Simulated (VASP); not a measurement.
# Fe in VASP: notebook, part 3 of 3

VASP 6.6.1. Earlier steps stand in the parts before.

### 5 Single point, PBE, collinear spin, antiferromagnetic start (9.50 Å³/atom)

This run uses another cell than the first one, of 9.50 Å³/atom.

The input, INCAR:

```
PREC = Accurate
ENCUT = 520
EDIFF = 1E-7
ISMEAR = -1
SIGMA = 0.05
LREAL = False
LASPH = True
NELM = 150
ALGO = Normal
ISIF = 2
LWAVE = False
LCHARG = False
ISPIN = 2
MAGMOM = 1.537 -1.537
LORBIT = 11
LMAXMIX = 4
GGA = PE
NBANDS = 19
```

The input, KPOINTS:

```
regular mesh
0
Gamma
  15 15 10
```

The input, POSCAR:

```
Fe
1.0
    2.3203931785      0.0000000000      0.0000000000
    0.0000000000      2.3203931785      0.0000000000
    0.0000000000      0.0000000000      3.5275952330
Fe
2
Direct
    1.0000000000      1.0000000000      0.0000000000
    0.5000000000      0.5000000000      0.5000000000
```

Potentials or basis: VASP PAW PBE potentials, release 64 (Fe).

On the command line:

```console
$ cat potpaw_PBE.64/Fe/POTCAR > POTCAR
$ mpirun -np 1 vasp_std > vasp.out
```

OUTCAR:

```text
PREC = Accurate
   ENCUT = 520
   EDIFF = 1E-7
   ISMEAR = -1
   LREAL = False
   LASPH = True
   NELM = 150
   ISIF = 2
   ISPIN = 2
   LORBIT = 11
   GGA = PE

 ion  position               nearest neighbor table
   1  0.000  0.000  0.000-   2 2.41   2 2.41   2 2.41   2 2.41   2 2.41   2 2.41   2 2.41   2 2.41

   2  0.500  0.500  0.500-   1 2.41   1 2.41   1 2.41   1 2.41   1 2.41   1 2.41   1 2.41   1 2.41

  LATTYP: Found a simple tetragonal cell.
 ALAT       =     2.3203931785
 C/A-ratio  =     1.5202575433

  Lattice vectors:

 A1 = (   2.3203931785,   0.0000000000,   0.0000000000)
 A2 = (   0.0000000000,   2.3203931785,   0.0000000000)
 A3 = (   0.0000000000,   0.0000000000,   3.5275952330)

Analysis of symmetry for initial positions (statically):
=====================================================================
 Subroutine PRICEL returns following result:

  LATTYP: Found a body centered tetragonal cell.
 ALAT       =     2.3203931785
 C/A-ratio  =     1.5202575433
[... 12 lines left out ...]
 Subroutine GETGRP returns: Found 16 space group operations
 (whereof 16 operations were pure point group operations)
 out of a pool of 16 trial point group operations.

The static configuration has the point symmetry D_4h.

Analysis of symmetry for dynamics (positions and initial velocities):
=====================================================================
 Subroutine PRICEL returns following result:

  LATTYP: Found a body centered tetragonal cell.
 ALAT       =     2.3203931785
 C/A-ratio  =     1.5202575433
[... 12 lines left out ...]
 Subroutine GETGRP returns: Found 16 space group operations
 (whereof 16 operations were pure point group operations)
 out of a pool of 16 trial point group operations.

The dynamic configuration has the point symmetry D_4h.

Analysis of structural, dynamic, and magnetic symmetry:
=====================================================================
 Subroutine PRICEL returns following result:
[... 162 lines left out ...]
  ext. energy  EPLUGINS =         0.00000000
  ---------------------------------------------------
  free energy    TOTEN  =       -16.06761831 eV

  energy without entropy =      -16.04848651  energy(sigma->0) =      -16.05805241

 E-fermi :   7.8530     XC(G=0): -14.1964

 val. band max:        7.8499181944   @ k =   0.0667   0.0667   0.1000
 cond. band min:       7.8544829175   @ k =   0.2000   0.0000   0.4000
 fundamental gap:      0.0045647231
 Fermi energy:         7.8529828487

 spin component 1

 k-point     1 :       0.0000    0.0000    0.0000
  band No.  band energies     occupation
      1      -1.5793      1.00000
      2       2.2137      1.00000
      3       3.0805      1.00000
      4       5.4970      1.00000
      5       6.0652      1.00000
      6       6.0652      1.00000
[... 517 lines left out ...]
     18      31.0463      0.00000
     19      32.5705      0.00000

 [... further k-points ...]

 spin component 2

 k-point     1 :       0.0000    0.0000    0.0000
  band No.  band energies     occupation
      1      -1.5793      1.00000
      2       2.2137      1.00000
      3       3.0805      1.00000
      4       5.4970      1.00000
      5       6.0652      1.00000
      6       6.0652      1.00000
[... 517 lines left out ...]
     18      31.0463      0.00000
     19      32.5705      0.00000

 [... further k-points ...]

------------------------ aborting loop because EDIFF is reached ----------------------------------------

  FORCE on cell =-STRESS in cart. coord.  units (eV):
  Direction    XX          YY          ZZ          XY          YZ          ZX
  --------------------------------------------------------------------------------------
  -------------------------------------------------------------------------------------
  Total        4.5216494      4.5216494      3.1911954      0.0000000      0.0000000      0.0000000
  in kB      381.4218446    381.4218446    269.1919504      0.0000000      0.0000000      0.0000000
  external PRESSURE =     344.0118798 kB  Pullay stress =       0.0000000 kB

 VOLUME and BASIS-vectors are now :
 -----------------------------------------------------------------------------
  energy-cutoff  :      520.00
  volume of cell :       18.99
      direct lattice vectors                 reciprocal lattice vectors
     2.320393178  0.000000000  0.000000000     0.430961446  0.000000000  0.000000000
     0.000000000  2.320393178  0.000000000     0.000000000  0.430961446  0.000000000
     0.000000000  0.000000000  3.527595233     0.000000000  0.000000000  0.283479236

 POSITION                                       TOTAL-FORCE (eV/Angst)
 -----------------------------------------------------------------------------------
      0.00000      0.00000      0.00000         0.000000      0.000000      0.000000
      1.16020      1.16020      1.76380        -0.000000     -0.000000      0.000000
 -----------------------------------------------------------------------------------
    total drift:                                0.000000     -0.000000     -0.000000

  FREE ENERGIE OF THE ION-ELECTRON SYSTEM (eV)
  ---------------------------------------------------
  free  energy   TOTEN  =       -16.0676183119 eV

  energy  without entropy=      -16.0484865137  energy(sigma->0) =      -16.05805241

 total charge

# of ion       s       p       d       tot
------------------------------------------
    1        0.578   0.722   6.405   7.705
    2        0.578   0.722   6.405   7.705
--------------------------------------------------
tot          1.157   1.444  12.810  15.410

 magnetization (x)

# of ion       s       p       d       tot
------------------------------------------
    1        0.014   0.030   1.082   1.126
    2       -0.014  -0.030  -1.082  -1.126
--------------------------------------------------
tot          0.000   0.000   0.000   0.000
```

OSZICAR:

```text
N       E                     dE             d eps       ncg     rms          rms(c)
DAV:   1     0.736552775314E+02    0.73655E+02   -0.71627E+03 18264   0.115E+03
DAV:   2    -0.152823038065E+02   -0.88938E+02   -0.77659E+02 16554   0.206E+02
DAV:   3    -0.187989458286E+02   -0.35166E+01   -0.33135E+01 18043   0.517E+01
DAV:   4    -0.188251378430E+02   -0.26192E-01   -0.26174E-01 18259   0.418E+00
DAV:   5    -0.188253959736E+02   -0.25813E-03   -0.25812E-03 18566   0.391E-01    0.190E+01
DAV:   6    -0.162047353974E+02    0.26207E+01   -0.54656E+00 17945   0.538E+01    0.464E+00
DAV:   7    -0.161044410452E+02    0.10029E+00   -0.40573E-01 19454   0.111E+01    0.296E+00
DAV:   8    -0.160844955893E+02    0.19945E-01   -0.67429E-03 20356   0.915E-01    0.122E+00
DAV:   9    -0.160680557890E+02    0.16440E-01   -0.39008E-03 26281   0.123E+00    0.288E-01
DAV:  10    -0.160676120587E+02    0.44373E-03   -0.78844E-04 27043   0.491E-01    0.849E-02
DAV:  11    -0.160676521784E+02   -0.40120E-04   -0.49798E-05 24127   0.815E-02    0.425E-02
DAV:  12    -0.160676184147E+02    0.33764E-04   -0.53119E-06 26695   0.486E-02    0.868E-03
DAV:  13    -0.160676185088E+02   -0.94109E-07   -0.13051E-06 19467   0.170E-02    0.327E-03
DAV:  14    -0.160676183595E+02    0.14931E-06   -0.44844E-08 11340   0.300E-03    0.116E-03
DAV:  15    -0.160676183119E+02    0.47524E-07   -0.17008E-08  9528   0.223E-03
   1 F= -.16067618E+02 E0= -.16058052E+02  d E =-.191318E-01  mag=    -0.0000
```

Run time: 66 s. Hardware: 1 thread of Intel Xeon 6975P-C (Granite Rapids), shared host; peak memory 0.22 GiB.

What came out:

```yaml
Free_energy: -16.0676 eV
Pressure: 34.4 GPa
Band_gap_on_the_k_mesh: zero (filled and empty bands overlap)
Net_moment: 0.00 μB per cell
Site_moments: Fe +1.13, -1.13 μB
Valence_electrons_inside_the_program's_atomic_spheres: Fe 7.71
```

Stress tensor (GPa, compression positive):
```
38.14  0.00  0.00
 0.00 38.14  0.00
 0.00  0.00 26.92
```

Caveat: the cell stands under pressure.

### 6 Overview

```csv
spin,cell,k mesh,smearing,gap on the mesh (eV),pressure (GPa),moment (μB)
"collinear, antiferromagnetic start","a = 2.421, b = 2.421, c = 3.681 Å, 2 atoms, atomic positions A",12 × 12 × 9,fermi-dirac 0.05 eV,none,-0.4,0.00
"collinear, ferromagnetic start","a = 2.575 Å, angles 60.0°, 1 atom, atomic positions B",24 × 24 × 24,fermi-dirac 0.05 eV,none,-1.1,2.57
"collinear, antiferromagnetic start","a = 2.421, b = 2.421, c = 3.681 Å, 2 atoms, atomic positions A",7 × 7 × 5,fermi-dirac 0.1 eV,none,-0.5,0.00
"collinear, antiferromagnetic start","a = 2.320, b = 2.320, c = 3.528 Å, 2 atoms, atomic positions A",15 × 15 × 10,fermi-dirac 0.05 eV,none,34.4,0.00
```

Alike in all rows: task single point; level PBE; potentials or basis VASP PAW PBE potentials, release 64 (Fe); cutoff (eV) 520.

Caveats: some runs use coarse meshes; the cell stands under pressure (at least some runs).

Total energies depend on the potentials used, so only differences within one code and one set of settings carry meaning.
